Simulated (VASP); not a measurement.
Write the native input for VASP 6.6.1 that does the following.

```
Task                   : single point
Functional             : PBE
Potentials or basis    : VASP PAW PBE potentials, release 64 (Pb_d, S)
Cutoff                 : 500 eV
k mesh                 : 4 × 4 × 4
Occupations            : gaussian, width 0.01 eV
Spin                   : no spin polarisation
Dipole correction      : no
Further INCAR settings : ALGO = Normal; EDIFF = 1e-06; NBANDS = 17
```

The structure of PbS (gw.c) lies in POSCAR:

```
PbS
1.0
    0.0000000000      3.0045094964      3.0045094964
    3.0045094964      0.0000000000      3.0045094964
    3.0045094964      3.0045094964      0.0000000000
Pb S
1 1
Direct
    0.0000000000      0.0000000000      0.0000000000
    0.5000000000      0.5000000000      0.5000000000
```

The input as run:

INCAR

```
SYSTEM = PbS
ALGO = Normal ; EDIFF = 1E-6
ENCUT = 500 ; GGA = PE
GGA_COMPAT = .False. ; ISIF = 2
ISMEAR = 0 ; LASPH = .True.
LCHARG = .False. ; LREAL = .False.
LWAVE = .False. ; NBANDS = 17
NELM = 120 ; PREC = Accurate
SIGMA = 0.01
```

KPOINTS

```
k-points
0
Gamma
  4 4 4
  0 0 0
```

Potentials or basis: VASP PAW PBE potentials, release 64 (Pb_d, S).

Command:

```console
$ cat potpaw_PBE.64/Pb_d/POTCAR potpaw_PBE.64/S/POTCAR > POTCAR
$ mpirun -np 1 vasp_std > vasp.out
```

Results of the run:

The pressure is 0.0 GPa and the band gap on the k mesh is 0.50 eV, direct.

Caveat: the k points lie up to 0.45 Å⁻¹ apart; spin-orbit coupling is left out, which moves the levels of the heavy elements.

It took 6.2 s on 1 thread of AMD EPYC 9R45 96-Core Processor (Zen 5), on a shared host, peak memory 0.14 GiB.
